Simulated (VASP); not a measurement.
Input of a VASP 6.6.1 run:

Contents of INCAR:

```
PREC = Accurate
ENCUT = 520
EDIFF = 1E-6
ISMEAR = -1
SIGMA = 0.05
LREAL = False
LASPH = True
NELM = 60
ALGO = Normal
ISIF = 2
LWAVE = False
LCHARG = True
GGA = PE
LELF = True
LVHAR = True
NBANDS = 15
```

File KPOINTS:

```
regular mesh
0
Gamma
  8 8 8
```

File POSCAR:

```
Al2Pt
1.0
    0.0000000000      2.9584471770      2.9584471770
    2.9584471770      0.0000000000      2.9584471770
    2.9584471770      2.9584471770      0.0000000000
Pt Al
1 2
Direct
    0.0000000000      0.0000000000      0.0000000000
    0.7500000000      0.7500000000      0.7500000000
    0.2500000000      0.2500000000      0.2500000000
```

Potentials or basis: VASP PAW PBE potentials, release 64 (Pt, Al).

Command:

```console
$ cat potpaw_PBE.64/Pt/POTCAR potpaw_PBE.64/Al/POTCAR > POTCAR
$ mpirun -np 1 vasp_std > vasp.out
```

**Question.** Estimate the band gap on the k mesh.

**Answer.** Zero (band 8 reaches 11.68 eV, above the bottom of band 9 at 6.26 eV).

**Question.** Estimate the pressure.

**Answer.** 1.8 GPa.

Caveat: spin-orbit coupling is left out, which moves the levels of the heavy elements.
